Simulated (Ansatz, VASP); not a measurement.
# Al: VASP beside Ansatz

```
Al
1.0
     2.85007    0.00000    0.00000
    -1.42504    2.46823    0.00000
     0.00000    0.00000    4.63732
Al
2
Direct
  0.66667 0.33333 0.75000
  0.33333 0.66667 0.25000
```

Alike in both runs: functional PBEsol; k mesh 18 × 18 × 10; occupations gaussian, width 0.1 eV; no spin polarisation.

Ansatz relaxed the structure, and its values are those at the end. VASP's run is a single point on that final structure, the one shown.

```csv
,VASP,Ansatz
version,VASP 6.6.1,Ansatz 0.2.0
potentials or method,"VASP PAW PBE potentials, release 64 (Al), cutoff 520 eV","scalar-relativistic, plane waves, PAW"
valence electrons in the cell,6,6
```

|  | VASP | Ansatz | Ansatz less VASP |
| --- | --- | --- | --- |
| gap on the k mesh at the Fermi level (eV) | none | none | - |
| pressure (GPa) | 0.1 | 0.0 | -0.06 |

VASP's potentials were made for PBE, not for PBEsol. A gap of «none» marks a metal or a gap that the smearing closes.
